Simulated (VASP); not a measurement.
# AlRu (Pm-3m) in VASP: notebook, part 2 of 2

VASP 6.6.1. Earlier steps stand in the parts before.

**5. Single point, r2SCAN**

This run uses another cell than the first one, of 14.46 Å³/atom, 1.080 times its volume.

POSCAR

```
AlRu
1.0
    3.0693384252      0.0000000000      0.0000000000
    0.0000000000      3.0693384252      0.0000000000
    0.0000000000      0.0000000000      3.0693384252
Al Ru
1 1
Direct
    0.0000000000      0.0000000000      0.0000000000
    0.5000000000      0.5000000000      0.5000000000
```

INCAR.step1

```
SYSTEM = AlRu
PREC = Accurate
ENCUT = 520
ISMEAR = -1
SIGMA = 0.1
LREAL = .False.
LASPH = .True.
NELM = 80
NBANDS = 16
GGA = PE
ALGO = Normal
EDIFF = 1E-4
LWAVE = .True.
LCHARG = .False.
```

INCAR.step2

```
SYSTEM = AlRu
PREC = Accurate
ENCUT = 520
EDIFF = 1E-6
ISMEAR = -1
SIGMA = 0.1
LREAL = .False.
LASPH = .True.
NELM = 80
ALGO = Normal
ISIF = 2
LWAVE = .False.
LCHARG = .False.
METAGGA = R2SCAN
LMIXTAU = .True.
NBANDS = 16
ISTART = 1
```

KPOINTS

```
regular mesh
0
Gamma
  10 10 10
  0 0 0
```

Potentials or basis: VASP PAW PBE potentials, release 64 (Al, Ru_pv).

Run with:

```sh
cat potpaw_PBE.64/Al/POTCAR potpaw_PBE.64/Ru_pv/POTCAR > POTCAR
cp INCAR.step1 INCAR
mpirun -np 1 vasp_std > vasp.out
cp INCAR.step2 INCAR
mpirun -np 1 vasp_std > vasp.out
```

OUTCAR:

```text
SYSTEM = AlRu
   PREC = Accurate
   ENCUT = 520
   EDIFF = 1E-6
   ISMEAR = -1
   LREAL = .False.
   LASPH = .True.
   NELM = 80
   ISIF = 2
   METAGGA = R2SCAN
   ISTART = 1

 ion  position               nearest neighbor table
   1  0.000  0.000  0.000-   2 2.66   2 2.66   2 2.66   2 2.66   2 2.66   2 2.66   2 2.66   2 2.66

   2  0.500  0.500  0.500-   1 2.66   1 2.66   1 2.66   1 2.66   1 2.66   1 2.66   1 2.66   1 2.66

  LATTYP: Found a simple cubic cell.
 ALAT       =     3.0693384252

  Lattice vectors:

 A1 = (   3.0693384252,   0.0000000000,   0.0000000000)
 A2 = (   0.0000000000,   3.0693384252,   0.0000000000)
 A3 = (   0.0000000000,   0.0000000000,   3.0693384252)

Analysis of symmetry for initial positions (statically):
=====================================================================
 Subroutine PRICEL returns:
 Original cell was already a primitive cell.

 Routine SETGRP: Setting up the symmetry group for a
 simple cubic supercell.

 Subroutine GETGRP returns: Found 48 space group operations
 (whereof 48 operations were pure point group operations)
 out of a pool of 48 trial point group operations.

The static configuration has the point symmetry O_h .

Analysis of symmetry for dynamics (positions and initial velocities):
=====================================================================
 Subroutine PRICEL returns:
 Original cell was already a primitive cell.

 Routine SETGRP: Setting up the symmetry group for a
 simple cubic supercell.

 Subroutine GETGRP returns: Found 48 space group operations
 (whereof 48 operations were pure point group operations)
 out of a pool of 48 trial point group operations.

The dynamic configuration has the point symmetry O_h .

 Subroutine INISYM returns: Found 48 space group operations
 (whereof 48 operations are pure point group operations),
[... 106 lines left out ...]
   PSTRESS=    0.0 pullay stress
   NELECT =      17.0000    total number of electrons
   NUPDOWN=      -1.0000    fix difference up-down
   EMIN   =  10.00;   EMAX   =-10.00  energy-range for DOS
   EFERMI =   0.00;   METHOD = LEGACY
   ISMEAR =    -1;   SIGMA  =   0.10  broadening in eV -4-tet -1-fermi 0-gaus
   EFERMI_NEDOS =   21; number of points for ismear=-14 and -15
   IALGO  =     38    algorithm
   IMIX   =      4    mixing-type and parameters
     AMIX     =   0.40;   BMIX     =  1.00
     AMIX_MAG =   1.60;   BMIX_MAG =  1.00
  volume/ion in A,a.u.               =      14.46        97.57
  Fermi-wavevector in a.u.,A,eV,Ry     =   1.371449  2.591663 25.590826  1.880873
  Thomas-Fermi vector in A             =   2.497145
   LORBIT       =      0    0 simple, 1 ext, 2 COOP (PROOUT), +10 PAW based schemes
   METAGGA = R2SCAN    functional components
   LHFCALC =     F    Hartree Fock is set to
   AEXX    =    0.0000 exact exchange contribution
   IVDW    =     0    specifies the selected vdW correction
   LEPSILON=     F    determine dielectric tensor
   LRPA    =     F    only Hartree local field effects (RPA)
 non-spin polarized calculation
  energy-cutoff  :      520.00
  volume of cell :       28.92
 maximum number of plane-waves:       804
 NGX is ok and might be reduce to    24
   NGX = 11   NGY = 11   NGZ = 11

 number of electron      17.0000008 magnetization

 Free energy of the ion-electron system (eV)
  ---------------------------------------------------
  ext. energy  EPLUGINS =         0.00000000
  ---------------------------------------------------
  free energy    TOTEN  =       -33.51841480 eV

  energy without entropy =      -33.46680399  energy(sigma->0) =      -33.49260940

 E-fermi :   9.5418     XC(G=0): -13.1909

 val. band max:        9.5302802123   @ k =   0.5000   0.1000   0.1000
 cond. band min:       9.5512447927   @ k =   0.2000   0.1000   0.0000
 fundamental gap:      0.0209645805
 Fermi energy:         9.5418048062

 k-point     1 :       0.0000    0.0000    0.0000
  band No.  band energies     occupation
      1     -33.5402      2.00000
      2     -33.5402      2.00000
      3     -33.5402      2.00000
      4      -0.1976      2.00000
      5       6.2582      2.00000
      6       6.2582      2.00000
[... 433 lines left out ...]
      3     -33.5447      2.00000
      4       1.7465      2.00000
      5       6.1496      2.00000
      6       6.8483      2.00000
[... 8 lines left out ...]
     15      23.4221      0.00000
     16      24.1987      0.00000

 [... further k-points ...]
[... 5 lines left out ...]
  --------------------------------------------------------------------------------------
  -------------------------------------------------------------------------------------
  Total       -2.8192113     -2.8192113     -2.8192113     -0.0000000      0.0000000     -0.0000000
  in kB     -156.2082204   -156.2082204   -156.2082204     -0.0000000      0.0000000     -0.0000000
  external PRESSURE =    -156.2082204 kB  Pullay stress =       0.0000000 kB

 VOLUME and BASIS-vectors are now :
 -----------------------------------------------------------------------------
  energy-cutoff  :      520.00
  volume of cell :       28.92
      direct lattice vectors                 reciprocal lattice vectors
     3.069338425  0.000000000  0.000000000     0.325803109  0.000000000  0.000000000
     0.000000000  3.069338425  0.000000000     0.000000000  0.325803109  0.000000000
     0.000000000  0.000000000  3.069338425     0.000000000  0.000000000  0.325803109

 POSITION                                       TOTAL-FORCE (eV/Angst)
 -----------------------------------------------------------------------------------
      0.00000      0.00000      0.00000         0.000000      0.000000      0.000000
      1.53467      1.53467      1.53467         0.000000      0.000000      0.000000
 -----------------------------------------------------------------------------------
    total drift:                                0.000000     -0.000000     -0.000000

  FREE ENERGIE OF THE ION-ELECTRON SYSTEM (eV)
  ---------------------------------------------------
  free  energy   TOTEN  =       -33.5184148039 eV

  energy  without entropy=      -33.4668039904  energy(sigma->0) =      -33.49260940
```

OSZICAR.step1:

```text
N       E                     dE             d eps       ncg     rms          rms(c)
DAV:   1     0.112311412988E+03    0.11231E+03   -0.92148E+03  1840   0.979E+02
DAV:   2    -0.129885035816E+02   -0.12530E+03   -0.11935E+03  2096   0.285E+02
DAV:   3    -0.148554478131E+02   -0.18669E+01   -0.18609E+01  2240   0.361E+01
DAV:   4    -0.148698044977E+02   -0.14357E-01   -0.14342E-01  2320   0.332E+00
DAV:   5    -0.148700003211E+02   -0.19582E-03   -0.19537E-03  2208   0.372E-01    0.103E+01
DAV:   6    -0.143295419627E+02    0.54046E+00   -0.23703E+00  2016   0.163E+01    0.233E+00
DAV:   7    -0.142392799487E+02    0.90262E-01   -0.22213E-01  1864   0.517E+00    0.174E+00
DAV:   8    -0.142232448308E+02    0.16035E-01   -0.22224E-02  2136   0.124E+00    0.199E-01
DAV:   9    -0.142229730869E+02    0.27174E-03   -0.54762E-04  2248   0.197E-01    0.119E-01
DAV:  10    -0.142229651005E+02    0.79864E-05   -0.38338E-05  1240   0.684E-02
   1 F= -.14222965E+02 E0= -.14195168E+02  d E =-.555939E-01
```

Run time: 2 min. Hardware: 1 thread of AMD EPYC 7R43 (Zen 3), shared host; peak memory 0.12 GiB.

Results:

```
Free energy : -33.5184 eV
Pressure    : -15.6 GPa
```

Levels at points of the mesh, in eV from the Fermi level:
```tsv
k point	band 5	band 6	band 7	band 8	band 9	band 10	band 11	band 12	band 13	band 14
(0.00, 0.00, 0.00)	-3.28	-3.28	0.12	0.12	0.12	6.11	6.11	6.11	10.27	10.97
(0.50, 0.00, 0.00)	-5.57	-2.50	-1.56	-1.56	0.35	2.21	7.75	10.27	11.17	11.17
(0.50, 0.50, 0.00)	-2.86	-1.44	-1.44	-1.13	-1.13	1.51	5.13	5.95	10.27	10.77
(0.50, 0.50, 0.50)	-4.51	-4.51	1.60	1.60	2.69	4.12	4.12	4.12	8.22	8.22
```

Caveat: the PAW data sets were made with another functional, which shifts forces and pressure a little.

**6. Summary**

```csv
cell,gap on the mesh (eV),pressure (GPa)
"a = 2.992 Å, 2 atoms",none,-1.7
"a = 3.018 Å, 2 atoms",none,-7.0
"a = 3.044 Å, 2 atoms",none,-11.6
"a = 3.069 Å, 2 atoms",none,-15.6
```

Alike in all rows: task single point; level r2SCAN; potentials or basis VASP PAW PBE potentials, release 64 (Al, Ru_pv); no spin polarisation; k mesh 10 × 10 × 10; cutoff (eV) 520; smearing fermi-dirac 0.1 eV.

Caveats: the PAW data sets were made with another functional, which shifts forces and pressure a little.

Total energies depend on the potentials used, so only differences within one code and one set of settings carry meaning.
